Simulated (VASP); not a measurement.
The system is KTaO3.

```xyz
5
Lattice="4.0681 0.0000 0.0000 0.0000 4.0681 0.0000 0.0000 0.0000 3.9883" Properties=species:S:1:pos:R:3 pbc="T T T"
Ta    0.0000    0.0000    0.0000
K     2.0340    2.0340    1.9942
O     0.0000    0.0000    1.9942
O     0.0000    2.0340    0.0000
O     2.0340    0.0000    0.0000
```

Base run:

| Quantity | Value |
| --- | --- |
| Program | VASP 6.6.1 |
| Functional | PBEsol |
| Potentials or basis | VASP PAW PBE potentials, release 64 (Ta_sv_GW, K_sv, O) |
| Cutoff | 600 eV |
| k mesh | 6 × 6 × 6 |
| Occupations | fermi-dirac, width 0.05 eV |
| Spin | no spin polarisation |

Its results: band gap on the k mesh 2.00 eV, indirect (least direct gap 2.64 eV); pressure -7.5 GPa.

The run is repeated on the same cell with these changes: potentials or basis from VASP PAW PBE potentials, release 64 (Ta_sv_GW, K_sv, O) to VASP PAW PBE potentials, release 64 (Ta_pv, K_sv, O); cutoff from 600 eV to 520 eV; further incar settings from ALGO = Normal; EDIFF = 1e-06; NBANDS = 28 to ALGO = Normal; EDIFF = 1e-07; NBANDS = 27; valence electrons from 40 to 38. What comes out?

Band gap on the k mesh 1.97 eV, indirect (least direct gap 2.60 eV); pressure -7.0 GPa.

Caveats: the PAW data sets were made with another functional, which shifts forces and pressure a little; spin-orbit coupling is left out, which moves the levels of the heavy elements.

A k mesh can miss the band edges.
